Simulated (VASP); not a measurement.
A run of VASP 6.6.1 is set up as follows.

INCAR

```
  ALGO = Normal
  DIPOL = 0.5 0.5 0.500
  EDIFF = 1E-6
  ENCUT = 520
  GGA = PE
  IDIPOL = 3
  ISIF = 2
  ISMEAR = -1
  LASPH = T
  LCHARG = F
  LDIPOL = T
  LREAL = F
  LWAVE = F
  NBANDS = 34
  NELM = 100
  PREC = Accurate
  SIGMA = 0.05
```

KPOINTS

```
k-points
0
Gamma
  10 10 1
```

File POSCAR:

```
Nb
1.0
    3.3112325450      0.0000000000      0.0000000000
    0.0000000000      3.3112325450      0.0000000000
    0.0000000000      0.0000000000     20.9668000000
Nb
4
Direct
    0.2500000000      0.2500000000      0.3815544380
    0.7500000000      0.7500000000      0.4605181457
    0.2500000000      0.2500000000      0.5394818538
    0.7500000000      0.7500000000      0.6184455620
```

Potentials or basis: VASP PAW PBE potentials, release 64 (Nb_sv).

Command:

```sh
$ cat potpaw_PBE.64/Nb_sv/POTCAR > POTCAR
$ mpirun -np 1 vasp_std > vasp.out
```

Question: Estimate the largest force.

Answer: 0.778 eV/Å.

Question: What does it give for the band gap on the k mesh?

Answer: Zero (bands 26 and 27 overlap by 0.19 eV).

Forces in eV/Å, atoms in the order of the input:
```
Nb   0.000  0.000  0.778
Nb   0.000  0.000 -0.226
Nb   0.000  0.000  0.226
Nb   0.000  0.000 -0.778
```
